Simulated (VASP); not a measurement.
Set up this calculation in VASP 6.6.1, as the native input.

```
Task                   : relaxation of cell and atoms
Functional             : PBE
Potentials or basis    : VASP PAW PBE potentials, release 64 (Ta_sv_GW, F)
Cutoff                 : 600 eV
k mesh                 : 7 × 7 × 7
Occupations            : fermi-dirac, width 0.05 eV
Spin                   : no spin polarisation
Hubbard terms          : Ta d U = 6.0 eV
Dipole correction      : no
Second run             : valence_matched
Further INCAR settings : ALGO = Normal; EDIFF = 1e-07; IBRION = 2; EDIFFG = -0.01; NSW = 60; ISIF = 3
```

The structure of TaF3 lies in POSCAR:

```
TaF3
1.0
    3.9012000000      0.0000000000      0.0000000000
    0.0000000000      3.9012000000      0.0000000000
    0.0000000000      0.0000000000      3.9012000000
Ta F
1 3
Direct
    0.0000000000      0.0000000000      0.0000000000
    0.0000000000      0.0000000000      0.5000000000
    0.0000000000      0.5000000000      0.0000000000
    0.5000000000      0.0000000000      0.0000000000
```

These files were run (other wordings do the same):

INCAR

```
ALGO = Normal
EDIFF = 1E-7
EDIFFG = -0.01
ENCUT = 600
GGA = PE
GGA_COMPAT = False
IBRION = 2
ISIF = 3
ISMEAR = -1
LASPH = True
LCHARG = False
LDAU = True
LDAUJ = 0 0
LDAUL = 2 -1
LDAUPRINT = 1
LDAUTYPE = 2
LDAUU = 6 0
LMAXMIX = 4
LREAL = False
LWAVE = False
NELM = 200
NELMIN = 4
NSW = 60
PREC = Accurate
SIGMA = 0.05
```

KPOINTS

```
k-points
0
Gamma
  7 7 7
```

Potentials or basis: VASP PAW PBE potentials, release 64 (Ta_sv_GW, F).

Run with:

```bash
$ cat potpaw_PBE.64/Ta_sv_GW/POTCAR potpaw_PBE.64/F/POTCAR > POTCAR
$ mpirun -np 1 vasp_std > vasp.out
```

It gave:

```
Relaxed volume                         : 18.36 Å³/atom
Relaxed cell                           : a = 4.188 Å, b = 4.188 Å, c = 4.188 Å, α = 90.00°, β = 90.00°, γ = 90.00°
Space group after relaxing (to 0.05 Å) : Pm-3m (No. 221)
Energy gained by relaxing              : 302.0 meV/atom
Ionic steps                            : 18
Pressure after relaxing                : 0.0 GPa
Band gap on the k mesh                 : zero (band 17 reaches 5.63 eV, above the bottom of band 18 at 3.74 eV)
```

Caveat: the electronic state changed during the relaxation; the volume moved by over 15 % at a fixed basis, so the end points are rough; spin-orbit coupling is left out, which moves the levels of the heavy elements; the volume moved by +24 % from the deposited cell, more than functionals usually miss; U without spin polarisation on a metal has little footing.

Run time: 2.6 min on 1 thread of AMD EPYC 9R14 (Zen 4) (shared host), peak memory 0.18 GiB.
